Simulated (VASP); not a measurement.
Runs of VASP 6.6.1 on Ge. The structure is that of space group P6_3/mmc (No. 194), or close to it. The cells are those of the table. 

```tsv
cell	gap on the mesh (eV)	pressure (GPa)	largest force (eV/Å)
a = 3.011, b = 3.011, c = 4.759 Å, angles 90.0, 90.0, 120.3°, 2 atoms	none	-1.1	0.01
a = 2.991, b = 2.991, c = 4.728 Å, angles 90.0, 90.0, 120.3°, 2 atoms	none	0.4	0.01
a = 2.951, b = 2.951, c = 4.664 Å, angles 90.0, 90.0, 120.3°, 2 atoms	none	3.8	0.01
a = 2.971, b = 2.971, c = 4.696 Å, angles 90.0, 90.0, 120.3°, 2 atoms	none	(a)	0.01
a = 2.930, b = 2.930, c = 4.631 Å, angles 90.0, 90.0, 120.3°, 2 atoms	none	5.8	0.01
a = 3.050, b = 3.050, c = 4.820 Å, angles 90.0, 90.0, 120.3°, 2 atoms	none	(b)	0.01
a = 3.030, b = 3.030, c = 4.790 Å, angles 90.0, 90.0, 120.3°, 2 atoms	none	-2.3	0.01
```

Alike in all rows: task single point; level PBEsol; potentials or basis VASP PAW PBE potentials, release 64 (Ge_d); no spin polarisation; k mesh 11 × 11 × 6; cutoff (eV) 520; smearing methfessel-paxton 0.1 eV.

Fill in the values left out.

(a) 2.0; (b) -3.4.

Caveats: the PAW data sets were made with another functional, which shifts forces and pressure a little.

A k mesh can miss the band edges, and the runs leave out spin-orbit coupling on Ge.

A gap of «none» marks levels without a gap at the run's occupations.
